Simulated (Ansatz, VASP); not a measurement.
## Zn: VASP beside Ansatz

```
Zn
1.0
     0.00000    2.98636    2.98636
     2.98636    0.00000    2.98636
     2.98636    2.98636    0.00000
Zn
2
Cartesian
  0.7466 0.7466 0.7466
  5.2261 5.2261 5.2261
```

Alike in both runs: functional RPBE; k mesh 10 × 10 × 10; occupations fermi-dirac, width 0.1 eV; no spin polarisation.

Ansatz relaxed the structure, and its values are those at the end. VASP's run is a single point on that final structure, the one shown.

|  | VASP | Ansatz |
| --- | --- | --- |
| version | VASP 6.6.1 | Ansatz 0.2.0 |
| potentials or method | VASP PAW PBE potentials, release 64 (Zn), cutoff 520 eV | plane waves (420 eV) with PAW, scalar-relativistic |
| valence electrons in the cell | 24 | 24 |

Ansatz gave:

| Item | Value |
| --- | --- |
| pressure (GPa) | 0.0 |

Task: Estimate VASP's values.

Result: Pressure (GPa): 0.1.

VASP's potentials were made for PBE, not for RPBE. With one functional, cell and mesh, what is left measures potentials, basis and numerics.
